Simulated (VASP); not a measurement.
Runs of VASP 6.6.1 on Mo. The structure is that of space group P6/mmm (No. 191), or close to it. The cells are those of the table. 

```csv
cell,gap on the mesh (eV),pressure (GPa)
"a = 2.653, b = 2.653, c = 2.555 Å, angles 90.0, 90.0, 120.0°, 1 atom",none,17.7
"a = 2.653, b = 2.653, c = 2.517 Å, angles 90.0, 90.0, 120.0°, 1 atom",none,(b)
"a = 2.694, b = 2.694, c = 2.555 Å, angles 90.0, 90.0, 120.0°, 1 atom",none,9.0
"a = 2.653, b = 2.653, c = 2.479 Å, angles 90.0, 90.0, 120.0°, 1 atom",none,26.5
"a = 2.653, b = 2.653, c = 2.594 Å, angles 90.0, 90.0, 120.0°, 1 atom",none,14.0
"a = 2.694, b = 2.694, c = 2.517 Å, angles 90.0, 90.0, 120.0°, 1 atom",none,(c)
"a = 2.653, b = 2.653, c = 2.632 Å, angles 90.0, 90.0, 120.0°, 1 atom",none,10.7
"a = 2.736, b = 2.736, c = 2.517 Å, angles 90.0, 90.0, 120.0°, 1 atom",none,(a)
```

Alike in all rows: task single point; level r2SCAN; potentials or basis VASP PAW PBE potentials, release 64 (Mo_sv); no spin polarisation; k mesh 18 × 18 × 18; cutoff (eV) 520; smearing gaussian 0.15 eV.

**Question.** Estimate the missing entries.

**Answer.** (a) 5.0; (b) 21.9; (c) 12.9.

Caveats: the PAW data sets were made with another functional, which shifts forces and pressure a little.

A k mesh can miss the band edges, and the runs leave out spin-orbit coupling on Mo.

A gap of «none» marks levels without a gap at the run's occupations.
